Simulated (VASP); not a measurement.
# Ti in VASP: notebook

Ti is run at these levels: PBE+D3(BJ); tasks: single point.

All numbers are computed with VASP 6.6.1; they aren't measurements. Logs are shortened: lines on timing, memory, paths and dates and some standing lists are left out, and cuts for length are marked.

## 1. The cell of the first run

The cell holds a slab with vacuum, 16 atoms: a = 5.773 Å, b = 5.773 Å, c = 26.619 Å, α = 90.00°, β = 90.00°, γ = 120.00°.

## 2. Single point, PBE+D3(BJ)

File INCAR:

```
SYSTEM = Ti
ALGO = Normal
DIPOL = 0.5 0.5 0.430
EDIFF = 1E-6
ENCUT = 520
GGA = PE
IDIPOL = 3
ISIF = 2
ISMEAR = 0
IVDW = 12
LASPH = .TRUE.
LCHARG = .FALSE.
LDIPOL = .TRUE.
LREAL = Auto
LWAVE = .FALSE.
NBANDS = 110
NELM = 60
PREC = Accurate
SIGMA = 0.1
```

File KPOINTS:

```
k-points
0
G
  4 4 1
  0 0 0
```

File POSCAR:

```
Ti
1.0
    5.7729299511      0.0000000000      0.0000000000
   -2.8864649755      4.9995039919      0.0000000000
    0.0000000000      0.0000000000     26.6190234734
Ti
16
Direct
    0.3333333333      0.1666666667      0.3005369452
    0.3333333333      0.6666666667      0.3005369452
    0.8333333333      0.1666666667      0.3005369452
    0.8333333333      0.6666666667      0.3005369452
    0.1666666667      0.3333333333      0.3864544906
    0.1666666667      0.8333333333      0.3864544906
    0.6666666667      0.3333333333      0.3864544906
    0.6666666667      0.8333333333      0.3864544906
    0.3363605856      0.1705171899      0.4755612143
    0.3355799857      0.6623812795      0.4744394187
    0.8342012998      0.1641171406      0.4760556561
    0.8300411715      0.6636246043      0.4756925794
    0.1582577909      0.3384634749      0.5604677469
    0.1681994967      0.8323562140      0.5541796907
    0.6698609481      0.3278075743      0.5590400038
    0.6545249786      0.8328719502      0.5623599730
```

Potentials or basis: VASP PAW PBE potentials, release 64 (Ti_sv).

Launch:

```
$ cat potpaw_PBE.64/Ti_sv/POTCAR > POTCAR
$ mpirun -np 1 vasp_std > vasp.out
```

OUTCAR:

```text
SYSTEM = Ti
   EDIFF = 1E-6
   ENCUT = 520
   GGA = PE
   ISIF = 2
   ISMEAR = 0
   IVDW = 12
   LASPH = .TRUE.
   LREAL = Auto
   NELM = 60
   PREC = Accurate
 IVDW          = 12

 ion  position               nearest neighbor table
   1  0.333  0.167  0.301-   5 2.83   6 2.83   7 2.83   2 2.89   2 2.89   3 2.89   3 2.89   4 2.89
                             4 2.89
   2  0.333  0.667  0.301-   6 2.83   5 2.83   8 2.83   1 2.89   1 2.89   4 2.89   4 2.89   3 2.89
                             3 2.89
   3  0.833  0.167  0.301-   7 2.83   8 2.83   5 2.83   4 2.89   4 2.89   1 2.89   1 2.89   2 2.89
                             2 2.89
   4  0.833  0.667  0.301-   8 2.83   7 2.83   6 2.83   3 2.89   3 2.89   2 2.89   2 2.89   1 2.89
                             1 2.89
   5  0.167  0.333  0.386-   1 2.83   2 2.83   3 2.83  10 2.86   6 2.89   6 2.89   7 2.89   7 2.89
                             8 2.89   8 2.89   9 2.90  11 2.91
   6  0.167  0.833  0.386-   2 2.83   1 2.83   4 2.83   5 2.89   5 2.89   8 2.89   8 2.89   7 2.89
                             7 2.89  10 2.89   9 2.91  12 2.91
   7  0.667  0.333  0.386-   3 2.83   4 2.83   1 2.83   8 2.89   8 2.89   5 2.89   5 2.89   6 2.89
                             6 2.89   9 2.89  12 2.89  11 2.92
   8  0.667  0.833  0.386-   4 2.83   3 2.83   2 2.83  10 2.87   7 2.89   7 2.89   6 2.89   6 2.89
                             5 2.89   5 2.89  12 2.90  11 2.90
   9  0.336  0.171  0.476-  14 2.69  15 2.78  10 2.84  13 2.85  12 2.85  11 2.88   7 2.89  11 2.89
                             5 2.90   6 2.91
  10  0.336  0.662  0.474-  14 2.71  13 2.81  16 2.83   9 2.84  12 2.85   5 2.86   8 2.87  11 2.89
                            11 2.89   6 2.89
  11  0.834  0.164  0.476-  15 2.75  13 2.77  16 2.83  12 2.88   9 2.88  10 2.89  10 2.89   9 2.89
                            12 2.90   8 2.90   5 2.91   7 2.92
  12  0.830  0.664  0.476-  14 2.69  15 2.78   9 2.85  10 2.85  11 2.88  16 2.88   7 2.89  11 2.90
                             8 2.90   6 2.91
  13  0.158  0.338  0.560-  11 2.77  15 2.79  10 2.81  14 2.83   9 2.85  16 2.86  16 2.91
  14  0.168  0.832  0.554-  12 2.69   9 2.69  10 2.71  16 2.81  13 2.83  15 2.88  15 2.90
  15  0.670  0.328  0.559-  11 2.75   9 2.78  12 2.78  13 2.79  16 2.82  14 2.88  14 2.90
  16  0.655  0.833  0.562-  14 2.81  15 2.82  10 2.83  11 2.83  13 2.86  12 2.88  13 2.91

  LATTYP: Found a hexagonal cell.
 ALAT       =     5.7729299511
 C/A-ratio  =     4.6110075298

  Lattice vectors:

 A1 = (   5.7729299511,   0.0000000000,   0.0000000000)
 A2 = (  -2.8864649755,   4.9995039919,   0.0000000000)
 A3 = (   0.0000000000,   0.0000000000,  26.6190234734)

Analysis of symmetry for initial positions (statically):
=====================================================================
 Subroutine PRICEL returns:
 Original cell was already a primitive cell.

 Routine SETGRP: Setting up the symmetry group for a
[... 153 lines left out ...]
     AMIX_MAG =   1.60;   BMIX_MAG =  1.00
  volume/ion in A,a.u.               =      48.02       324.03
  Fermi-wavevector in a.u.,A,eV,Ry     =   1.031186  1.948658 14.467667  1.063344
  Thomas-Fermi vector in A             =   2.165321
   LORBIT       =      0    0 simple, 1 ext, 2 COOP (PROOUT), +10 PAW based schemes
   GGA     = PE    functional components
   LHFCALC =     F    Hartree Fock is set to
   AEXX    =    0.0000 exact exchange contribution
   IVDW    =    12    specifies the selected vdW correction
   LEPSILON=     F    determine dielectric tensor
   LRPA    =     F    only Hartree local field effects (RPA)
 non-spin polarized calculation
 Gauss-broadening in eV      SIGMA  =   0.10
  energy-cutoff  :      520.00
  volume of cell :      768.27
 maximum number of plane-waves:     20727
 NGX is ok and might be reduce to    48
   NGX = 21   NGY = 21   NGZ = 99

 dipolmoment           0.000000      0.000000      0.000154 electrons x Angstroem

 number of electron     192.0000002 magnetization

 dipolmoment           0.000000      0.000000     -0.012293 electrons x Angstroem

 Free energy of the ion-electron system (eV)
  ---------------------------------------------------
  ext. energy  EPLUGINS =         0.00000000
  ---------------------------------------------------
  free energy    TOTEN  =      -117.99868706 eV

  energy without entropy =     -117.85665018  energy(sigma->0) =     -117.92766862

 E-fermi :   0.2467     XC(G=0):  -4.8790

 val. band max:        0.2338998488   @ k =   0.2500   0.2500   0.0000
 cond. band min:       0.2479943882   @ k =   0.0000   0.2500   0.0000
 fundamental gap:      0.0140945394
 Fermi energy:         0.2466717082

 k-point     1 :       0.0000    0.0000    0.0000
  band No.  band energies     occupation
      1     -56.6549      2.00000
      2     -56.6404      2.00000
      3     -56.5775      2.00000
      4     -56.5508      2.00000
      5     -56.5458      2.00000
      6     -56.5412      2.00000
[... 1099 lines left out ...]
    107       0.6939      0.00000
    108       0.7823      0.00000
 [bands above 108 left out]

------------------------ aborting loop because EDIFF is reached ----------------------------------------

 vacuum level on the upper side and lower side of the slab       (xc-potential included)        -0.211        -0.146

 Edisp (eV)   -7.44447

 E8    (eV) :    -3.6582

  FORCE on cell =-STRESS in cart. coord.  units (eV):
  Direction    XX          YY          ZZ          XY          YZ          ZX
  --------------------------------------------------------------------------------------
  -------------------------------------------------------------------------------------
  Total      -5.33706    -5.24138    -6.39693     0.27925     0.04524     0.16778
  in kB     -11.13005   -10.93051   -13.34034     0.58237     0.09434     0.34990
  external pressure =      -11.80 kB  Pullay stress =        0.00 kB

 VOLUME and BASIS-vectors are now :
 -----------------------------------------------------------------------------
  energy-cutoff  :      520.00
  volume of cell :      768.27
      direct lattice vectors                 reciprocal lattice vectors
     5.772929951  0.000000000  0.000000000     0.173222265  0.100009921  0.000000000
    -2.886464976  4.999503992  0.000000000     0.000000000  0.200019842  0.000000000
     0.000000000  0.000000000 26.619023473     0.000000000  0.000000000  0.037567118

 POSITION                                       TOTAL-FORCE (eV/Angst)
 -----------------------------------------------------------------------------------
      1.44323      0.83325      8.00000        -0.018141      0.011165      0.493600
     -0.00000      3.33300      8.00000         0.020412     -0.010201      0.455245
      4.32970      0.83325      8.00000         0.018310     -0.012344      0.471353
      2.88646      3.33300      8.00000        -0.022081      0.008167      0.493914
      0.00000      1.66650     10.28704        -0.019577     -0.027568     -0.479518
     -1.44323      4.16625     10.28704        -0.017778      0.004290     -0.536530
[... 8 lines left out ...]
      2.92086      1.63888     14.88110        -0.249156      0.096727     -0.105892
      1.37447      4.16395     14.96947         0.172625     -0.037825     -0.534864
 -----------------------------------------------------------------------------------
    total drift:                                0.026671     -0.014070     -0.059978

  FREE ENERGIE OF THE ION-ELECTRON SYSTEM (eV)
  ---------------------------------------------------
  free  energy   TOTEN  =      -125.4431567584 eV

  energy  without entropy=     -125.3011198763  energy(sigma->0) =     -125.37213832

 vacuum level on the upper side and lower side of the slab         4.521         4.589
```

OSZICAR:

```text
N       E                     dE             d eps       ncg     rms          rms(c)
DAV:   1     0.252154377674E+04    0.25215E+04   -0.10461E+05  2568   0.177E+03
DAV:   2     0.236325901607E+03   -0.22852E+04   -0.22473E+04  2264   0.577E+02
DAV:   3    -0.599044807511E+02   -0.29623E+03   -0.28713E+03  3416   0.183E+02
[... 42 lines left out ...]
DAV:  46    -0.117998676199E+03   -0.79179E-05   -0.32759E-06  1688   0.844E-03    0.444E-03
DAV:  47    -0.117998679671E+03   -0.34714E-05   -0.81439E-07  1408   0.395E-03    0.266E-03
DAV:  48    -0.117998684946E+03   -0.52759E-05   -0.12034E-06  1544   0.423E-03    0.213E-03
DAV:  49    -0.117998686807E+03   -0.18610E-05   -0.52675E-07  1312   0.309E-03    0.128E-03
DAV:  50    -0.117998687063E+03   -0.25593E-06   -0.21584E-07  1280   0.189E-03
   1 F= -.12544316E+03 E0= -.12537214E+03  d E =-.142037E+00
```

Wall time 47 min (1 thread of Intel Xeon 6975P-C (Granite Rapids), shared host); peak memory 1.1 GiB.

Results:

* Free energy: -125.4432 eV
* Largest force: 0.563 eV/Å
* Band gap on the k mesh: zero (bands 96 and 97 overlap by 0.67 eV)
* Dispersion energy per atom: -0.465 eV

Forces in eV/Å, atoms in the order of the input:
```
Ti  -0.018  0.011  0.494
Ti   0.020 -0.010  0.455
Ti   0.018 -0.012  0.471
Ti  -0.022  0.008  0.494
Ti  -0.020 -0.028 -0.480
Ti  -0.018  0.004 -0.537
Ti   0.020  0.002 -0.428
Ti   0.017  0.013 -0.437
Ti  -0.088  0.079  0.055
Ti   0.074  0.013  0.222
Ti   0.064 -0.145  0.237
Ti  -0.138  0.068  0.125
Ti   0.231 -0.087 -0.357
Ti  -0.064  0.025  0.326
Ti  -0.249  0.097 -0.106
Ti   0.173 -0.038 -0.535
```

## 3. Single point, PBE+D3(BJ)

This run uses another cell than the first one.

File INCAR:

```
SYSTEM = Ti
  PREC = Accurate
  ENCUT = 520
  EDIFF = 1E-7
  ISMEAR = 0
  SIGMA = 0.1
  LREAL = Auto
  LASPH = .TRUE.
  NELM = 60
  ALGO = Normal
  ISIF = 2
  LWAVE = .FALSE.
  LCHARG = .FALSE.
  LDIPOL = .TRUE.
  IDIPOL = 3
  DIPOL = 0.5 0.5 0.501
  GGA = PE
  IVDW = 12
  NBANDS = 110
```

File KPOINTS:

```
Automatic mesh
0
G
  4 4 1
  0 0 0
```

File POSCAR:

```
Ti
1.0
    5.7729299511      0.0000000000      0.0000000000
   -2.8864649755      4.9995039919      0.0000000000
    0.0000000000      0.0000000000     22.8611234734
Ti
16
Direct
    0.3333333333      0.1666666667      0.3499390574
    0.3333333333      0.6666666667      0.3499390574
    0.8333333333      0.1666666667      0.3499390574
    0.8333333333      0.6666666667      0.3499390574
    0.1666666667      0.3333333333      0.4499796858
    0.1666666667      0.8333333333      0.4499796858
    0.6666666667      0.3333333333      0.4499796858
    0.6666666667      0.8333333333      0.4499796858
    0.3333333333      0.1666666667      0.5537528897
    0.3333333333      0.6666666667      0.5537528897
    0.8333333333      0.1666666667      0.5537528897
    0.8333333333      0.6666666667      0.5537528897
    0.1666666667      0.3333333333      0.6488864326
    0.1666666667      0.8333333333      0.6488864326
    0.6666666667      0.3333333333      0.6488864326
    0.6666666667      0.8333333333      0.6488864326
```

Potentials or basis: VASP PAW PBE potentials, release 64 (Ti_sv).

Launch:

```
$ cat potpaw_PBE.64/Ti_sv/POTCAR > POTCAR
$ mpirun -np 1 vasp_std > vasp.out
```

OUTCAR:

```text
SYSTEM = Ti
   PREC = Accurate
   ENCUT = 520
   EDIFF = 1E-7
   ISMEAR = 0
   LREAL = Auto
   LASPH = .TRUE.
   NELM = 60
   ISIF = 2
   GGA = PE
   IVDW = 12
 IVDW          = 12

 ion  position               nearest neighbor table
   1  0.333  0.167  0.350-   5 2.83   6 2.83   7 2.83   2 2.89   2 2.89   3 2.89   3 2.89   4 2.89
                             4 2.89
   2  0.333  0.667  0.350-   6 2.83   5 2.83   8 2.83   1 2.89   1 2.89   4 2.89   4 2.89   3 2.89
                             3 2.89
   3  0.833  0.167  0.350-   7 2.83   8 2.83   5 2.83   4 2.89   4 2.89   1 2.89   1 2.89   2 2.89
                             2 2.89
   4  0.833  0.667  0.350-   8 2.83   7 2.83   6 2.83   3 2.89   3 2.89   2 2.89   2 2.89   1 2.89
                             1 2.89
   5  0.167  0.333  0.450-   1 2.83   2 2.83   3 2.83   6 2.89   6 2.89   7 2.89   7 2.89   8 2.89
                             8 2.89   9 2.90  10 2.90  11 2.90
   6  0.167  0.833  0.450-   2 2.83   1 2.83   4 2.83   5 2.89   5 2.89   8 2.89   8 2.89   7 2.89
                             7 2.89  10 2.90   9 2.90  12 2.90
   7  0.667  0.333  0.450-   3 2.83   4 2.83   1 2.83   8 2.89   8 2.89   5 2.89   5 2.89   6 2.89
                             6 2.89  11 2.90  12 2.90   9 2.90
   8  0.667  0.833  0.450-   4 2.83   3 2.83   2 2.83   7 2.89   7 2.89   6 2.89   6 2.89   5 2.89
                             5 2.89  12 2.90  11 2.90  10 2.90
   9  0.333  0.167  0.554-  13 2.74  14 2.74  15 2.74  10 2.89  10 2.89  11 2.89  11 2.89  12 2.89
[... 22 lines left out ...]
 A1 = (   5.7729299511,   0.0000000000,   0.0000000000)
 A2 = (  -2.8864649755,   4.9995039919,   0.0000000000)
 A3 = (   0.0000000000,   0.0000000000,  22.8611234734)

Analysis of symmetry for initial positions (statically):
=====================================================================
 Subroutine PRICEL returns following result:

  LATTYP: Found a hexagonal cell.
 ALAT       =     2.8864649756
 C/A-ratio  =     7.9201111626

  Lattice vectors:

 A1 = (   2.8864649756,   0.0000000000,   0.0000000000)
 A2 = (  -1.4432324878,   2.4997519960,   0.0000000000)
 A3 = (   0.0000000000,   0.0000000000,  22.8611234734)

   4 primitive cells build up your supercell.

 Routine SETGRP: Setting up the symmetry group for a
 hexagonal supercell.

 Subroutine GETGRP returns: Found  6 space group operations
[... 152 lines left out ...]
 number of electron     191.9999994 magnetization

 dipolmoment           0.000000      0.000000     -0.008616 electrons x Angstroem

 Free energy of the ion-electron system (eV)
  ---------------------------------------------------
  ext. energy  EPLUGINS =         0.00000000
  ---------------------------------------------------
  free energy    TOTEN  =      -118.06381980 eV

  energy without entropy =     -117.92460847  energy(sigma->0) =     -117.99421413

 E-fermi :   1.0067     XC(G=0):  -5.6295

 val. band max:        0.9904890461   @ k =   0.2500   0.2500   0.0000
 cond. band min:       1.0240695610   @ k =   0.2500   0.0000   0.0000
 fundamental gap:      0.0335805149
 Fermi energy:         1.0067334019

 k-point     1 :       0.0000    0.0000    0.0000
  band No.  band energies     occupation
      1     -55.8831      2.00000
      2     -55.8400      2.00000
      3     -55.7889      2.00000
      4     -55.7889      2.00000
      5     -55.7889      2.00000
      6     -55.7375      2.00000
[... 433 lines left out ...]
    107       1.4868      0.00000
    108       1.5589      0.00000
 [bands above 108 left out]

------------------------ aborting loop because EDIFF is reached ----------------------------------------

 vacuum level on the upper side and lower side of the slab       (xc-potential included)        -0.148        -0.087

 Edisp (eV)   -7.47913

 E8    (eV) :    -3.6730

  FORCE on cell =-STRESS in cart. coord.  units (eV):
  Direction    XX          YY          ZZ          XY          YZ          ZX
  --------------------------------------------------------------------------------------
  -------------------------------------------------------------------------------------
  Total      -4.17313    -4.17313    -5.03863    -0.00000     0.00000    -0.00000
  in kB     -10.13333   -10.13333   -12.23496    -0.00000     0.00000    -0.00000
  external pressure =      -10.83 kB  Pullay stress =        0.00 kB

 VOLUME and BASIS-vectors are now :
 -----------------------------------------------------------------------------
  energy-cutoff  :      520.00
  volume of cell :      659.81
      direct lattice vectors                 reciprocal lattice vectors
     5.772929951  0.000000000  0.000000000     0.173222265  0.100009921  0.000000000
    -2.886464976  4.999503992  0.000000000     0.000000000  0.200019842  0.000000000
     0.000000000  0.000000000 22.861123473     0.000000000  0.000000000  0.043742382

 POSITION                                       TOTAL-FORCE (eV/Angst)
 -----------------------------------------------------------------------------------
      1.44323      0.83325      8.00000         0.000000     -0.000000      0.491142
     -0.00000      3.33300      8.00000         0.000000     -0.000000      0.491142
      4.32970      0.83325      8.00000         0.000000     -0.000000      0.491142
      2.88646      3.33300      8.00000         0.000000     -0.000000      0.491142
      0.00000      1.66650     10.28704        -0.000000     -0.000000     -0.488573
     -1.44323      4.16625     10.28704        -0.000000     -0.000000     -0.488573
[... 8 lines left out ...]
      2.88646      1.66650     14.83427        -0.000000      0.000000     -0.015411
      1.44323      4.16625     14.83427        -0.000000     -0.000000     -0.015411
 -----------------------------------------------------------------------------------
    total drift:                                0.000000     -0.000000     -0.018421

  FREE ENERGIE OF THE ION-ELECTRON SYSTEM (eV)
  ---------------------------------------------------
  free  energy   TOTEN  =      -125.5429541147 eV

  energy  without entropy=     -125.4037427861  energy(sigma->0) =     -125.47334845

 vacuum level on the upper side and lower side of the slab         5.387         5.447
```

OSZICAR:

```text
N       E                     dE             d eps       ncg     rms          rms(c)
DAV:   1     0.260120492678E+04    0.26012E+04   -0.10477E+05   968   0.183E+03
DAV:   2     0.253215333550E+03   -0.23480E+04   -0.23165E+04   880   0.596E+02
DAV:   3    -0.552336742148E+02   -0.30845E+03   -0.29755E+03  1368   0.188E+02
DAV:   4    -0.132118786256E+03   -0.76885E+02   -0.75805E+02  1336   0.716E+01
[... 29 lines left out ...]
DAV:  34    -0.118063817255E+03   -0.24722E-05   -0.11886E-07   592   0.154E-03    0.291E-03
DAV:  35    -0.118063818640E+03   -0.13850E-05   -0.14630E-07   592   0.180E-03    0.173E-03
DAV:  36    -0.118063819553E+03   -0.91369E-06   -0.32025E-07   712   0.173E-03    0.487E-04
DAV:  37    -0.118063819705E+03   -0.15207E-06   -0.34771E-08   552   0.942E-04    0.464E-04
DAV:  38    -0.118063819796E+03   -0.90233E-07   -0.14621E-08   536   0.512E-04
   1 F= -.12554295E+03 E0= -.12547335E+03  d E =-.139211E+00
```

stdout:

```text
POSCAR found type information on POSCAR Ti
 POSCAR found :  1 types and      16 ions
 scaLAPACK will be used
 LDA part: xc-table for (Slater+PW92), standard interpolation
 POSCAR, INCAR and KPOINTS ok, starting setup
 FFT: planning ... GRIDC
 FFT: planning ... GRID_SOFT
 FFT: planning ... GRID
 WAVECAR not read
 entering main loop
```

Run time: 26 min. Hardware: 1 thread of Intel Xeon Platinum 8488C (Sapphire Rapids), shared host; peak memory 0.83 GiB.

What came out:

```yaml
Free_energy: -125.5430 eV
Largest_force: 0.491 eV/Å
Band_gap_on_the_k_mesh: zero (bands 96 and 97 overlap by 0.66 eV)
Dispersion_energy_per_atom: -0.467 eV
```

Forces in eV/Å, atoms in the order of the input:
```
Ti   0.000  0.000  0.491
Ti   0.000  0.000  0.491
Ti   0.000  0.000  0.491
Ti   0.000  0.000  0.491
Ti   0.000  0.000 -0.489
Ti   0.000  0.000 -0.489
Ti   0.000  0.000 -0.489
Ti   0.000  0.000 -0.489
Ti   0.000  0.000  0.013
Ti   0.000  0.000  0.013
Ti   0.000  0.000  0.013
Ti   0.000  0.000  0.013
Ti   0.000  0.000 -0.015
Ti   0.000  0.000 -0.015
Ti   0.000  0.000 -0.015
Ti   0.000  0.000 -0.015
```

The gap in the log of VASP goes by the Fermi energy; the results here count the filled bands.